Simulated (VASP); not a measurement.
The system is Hf2ZrC3.

```
CELL_PARAMETERS angstrom
3.36753 0.00000 0.00000
-1.68377 2.91637 0.00000
0.00000 0.00000 8.24765
ATOMIC_POSITIONS crystal
Zr 0.00000 0.00000 0.00000
Hf 0.66667 0.33333 0.66670
Hf 0.33333 0.66667 0.33330
C 0.33333 0.66667 0.83330
C 0.66667 0.33333 0.16670
C 0.00000 0.00000 0.50000
```

| Item | Value |
| --- | --- |
| Program | VASP 6.6.1 |
| Task | relaxation of cell and atoms |
| Functional | PBE |
| Potentials or basis | VASP PAW PBE potentials, release 64 (Zr_sv, Hf_pv, C) |
| Cutoff | 600 eV |
| k mesh | 6 × 6 × 2 |
| Occupations | gaussian, width 0.2 eV |
| Spin | no spin polarisation |

At the start: pressure -12.5 GPa; volume 13.50 Å³/atom.

Where does the relaxation end?

Over 7 steps the energy falls by 34.4 meV/atom and the volume is 12.69 Å³/atom (-6.0 %); space group P-3m1 (No. 164, to 0.1 Å) before and after.

Step by step:
```
step  energy change (eV)  largest force (eV/Å)  pressure (GPa)  volume (Å³)
   1              0.0000                0.3554          -12.51        81.00
   2              0.3405                0.1154           27.19        69.26
   3             -0.2005                0.2831           -0.24        76.31
   4             -0.2007                0.2807            0.11        76.20
   5             -0.2006                0.2788            0.40        76.10
   6             -0.2060                0.0890            0.34        76.12
   7             -0.2066                0.0094            0.32        76.13
```

Final structure:
```
CELL_PARAMETERS angstrom
3.30198 0.00000 0.00000
-1.65099 2.85959 0.00000
0.00000 0.00000 8.06257
ATOMIC_POSITIONS crystal
Zr 0.00000 0.00000 0.00000
Hf 0.66667 0.33333 0.66557
Hf 0.33333 0.66667 0.33443
C 0.33333 0.66667 0.83028
C 0.66667 0.33333 0.16972
C 0.00000 0.00000 0.50000
```

Caveat: the k points lie up to 0.39 Å⁻¹ apart in the final cell, too coarse for converged energies and pressures of a metal.
